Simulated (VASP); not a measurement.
Write the native input for VASP 6.6.1 that does the following.

```yaml
Task: single point
Functional: r2SCAN
Potentials_or_basis: VASP PAW PBE potentials, release 64 (Hg, P)
Cutoff: 520 eV
k_mesh: 10 × 10 × 10
Occupations: gaussian, width 0.05 eV
Spin: no spin polarisation
Dipole_correction: no
Further_INCAR_settings: ALGO = Normal; EDIFF = 1e-06; NBANDS = 16
```

HgP:

```
CELL_PARAMETERS angstrom
0.00000 2.97796 2.97796
2.97796 0.00000 2.97796
2.97796 2.97796 0.00000
ATOMIC_POSITIONS crystal
Hg 0.00000 0.00000 0.00000
P 0.25000 0.25000 0.25000
```

This cell differs from its parent crystal: volume scaled by 1.070.

One way to write it, as run:

POSCAR

```
HgP
1.0
    0.0000000000      2.9779552953      2.9779552953
    2.9779552953      0.0000000000      2.9779552953
    2.9779552953      2.9779552953      0.0000000000
Hg P
1 1
Direct
    0.0000000000      0.0000000000      0.0000000000
    0.2500000000      0.2500000000      0.2500000000
```

INCAR.step1

```
PREC     = Accurate       # precision mode
ENCUT    = 520            # plane-wave cutoff, eV
ISMEAR   = 0              # smearing method
SIGMA    = 0.05           # smearing width, eV
LREAL    = F              # projectors in reciprocal space
LASPH    = T              # aspherical terms in the spheres
NELM     = 60             # most SCF steps
NBANDS   = 16             # bands
GGA      = PE             # functional
ALGO     = Normal         # electronic algorithm
EDIFF    = 1E-4           # SCF threshold, eV
LWAVE    = T              # write WAVECAR
LCHARG   = F              # write CHGCAR
```

INCAR.step2

```
PREC     = Accurate       # precision mode
ENCUT    = 520            # plane-wave cutoff, eV
EDIFF    = 1E-6           # SCF threshold, eV
ISMEAR   = 0              # smearing method
SIGMA    = 0.05           # smearing width, eV
LREAL    = F              # projectors in reciprocal space
LASPH    = T              # aspherical terms in the spheres
NELM     = 60             # most SCF steps
ALGO     = Normal         # electronic algorithm
ISIF     = 2              # what is computed and relaxed
LWAVE    = F              # write WAVECAR
LCHARG   = F              # write CHGCAR
METAGGA  = R2SCAN         # meta-GGA
LMIXTAU  = T            
NBANDS   = 16             # bands
ISTART   = 1
```

KPOINTS

```
regular mesh
0
Gamma
  10 10 10
```

Potentials or basis: VASP PAW PBE potentials, release 64 (Hg, P).

Launch:

```sh
$ cat potpaw_PBE.64/Hg/POTCAR potpaw_PBE.64/P/POTCAR > POTCAR
$ cp INCAR.step1 INCAR
$ mpirun -np 1 vasp_std > vasp.out
$ cp INCAR.step2 INCAR
$ mpirun -np 1 vasp_std > vasp.out
```

It gave:

```
Pressure : -3.5 GPa
```

Caveat: the PAW data sets were made with another functional, which shifts forces and pressure a little.

Run time: 67 s on 1 thread of Intel(R) Xeon(R) Platinum 8488C (Sapphire Rapids) (shared host), peak memory 0.21 GiB.
